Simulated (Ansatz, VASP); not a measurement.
# Two plane-wave programs on C

```xyz
2
Lattice="0.0000 1.7769 1.8480 1.7769 0.0000 1.8480 1.7769 1.7769 0.0000" Properties=species:S:1:pos:R:3 pbc="T T T"
C     1.7769    1.7769    1.8480
C     2.6654    2.6654    2.7720
```

Change from the starting cell: strain +0.000 along x and y, +0.040 along z, atoms carried along.

Alike in both runs: task single point; functional PBEsol; k mesh 12 × 12 × 12; occupations gaussian, width 0.05 eV; no spin polarisation.

|  | VASP | Ansatz |
| --- | --- | --- |
| version | VASP 6.6.1 | Ansatz 0.2.0 |
| potentials or method | VASP PAW PBE potentials, release 64 (C), cutoff 520 eV | scalar-relativistic, plane waves, PAW |
| valence electrons in the cell | 8 | 8 |

```csv
,VASP,Ansatz,Ansatz less VASP
gap on the k mesh at the Fermi level (eV),3.48,3.49,+0.007
least direct gap on the mesh (eV),5.12,5.12,+0.002
pressure (GPa),-15.5,-16.4,-0.91
"traceless stress, the component that is largest in VASP (GPa)",-24.25,-24.26,-0.010
```

VASP's potentials were made for PBE, not for PBEsol.
